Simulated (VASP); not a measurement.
A run of VASP 6.6.1:

File INCAR:

```
PREC = Accurate
ENCUT = 520
EDIFF = 1E-7
ISMEAR = -1
SIGMA = 0.02
LREAL = F
LASPH = T
NELM = 60
ALGO = Normal
ISIF = 2
LWAVE = F
LCHARG = F
GGA = PE
NBANDS = 11
```

KPOINTS

```
Automatic mesh
0
Gamma
  8 8 8
```

File POSCAR:

```
BeTe
1.0
    0.0000000000      2.8286228760      2.8286228760
    2.8286228760      0.0000000000      2.8286228760
    2.8286228760      2.8286228760      0.0000000000
Be Te
1 1
Direct
    0.0000000000      0.0000000000      0.0000000000
    0.2500000000      0.2500000000      0.2500000000
```

Potentials or basis: VASP PAW PBE potentials, release 64 (Be, Te).

Launch:

```sh
$ cat potpaw_PBE.64/Be/POTCAR potpaw_PBE.64/Te/POTCAR > POTCAR
$ mpirun -np 1 vasp_std > vasp.out
```

Hardware: 1 thread of AMD EPYC 7R43 64-Core Processor (Zen 3), with other jobs on the host.

**Question.** How long does it take, and how much memory?

**Answer.** It took 15 s on 1 thread of AMD EPYC 7R43 64-Core Processor (Zen 3) (shared host), peak memory 0.14 GiB. Counts: scf iterations 13, k points 29.
